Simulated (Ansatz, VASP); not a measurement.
## Hf: VASP beside Ansatz

```
Hf
1.0
     3.21787    0.00000    0.00000
    -1.60894    2.78676    0.00000
     0.00000    0.00000    5.09130
Hf
2
Cartesian
  1.6089 0.9289 3.8185
  0.0000 1.8578 1.2728
```

Alike in both runs: task single point; functional B3LYP5; k mesh 5 × 5 × 3; occupations fermi-dirac, width 0.05 eV; no spin polarisation.

|  | VASP | Ansatz |
| --- | --- | --- |
| version | VASP 6.6.1 | Ansatz 0.2.0 |
| potentials or method | VASP PAW PBE potentials, release 64 (Hf_pv) | Ansatz PAW |
| plane-wave cutoff (eV) | 520 | 420 |
| valence electrons in the cell | 20 | 52 |

```tsv
	VASP	Ansatz	Ansatz less VASP
gap on the k mesh at the Fermi level (eV)	none	none	-
pressure (GPa)	-0.7	0.4	+1.09
traceless stress, the component that is largest in VASP (GPa)	-0.25	-2.97	-2.726
```

VASP's potentials were made for PBE, not for B3LYP5. A gap of «none» marks a metal or a gap that the smearing closes. With one functional, cell and mesh, what is left measures potentials, basis and numerics. VASP's potentials hold 20 valence electrons a cell and Ansatz's 52, so a difference there can come from the potentials and not from the codes.

The k mesh is coarse, so the values compare programs but aren't converged. Spin-orbit coupling is off throughout.
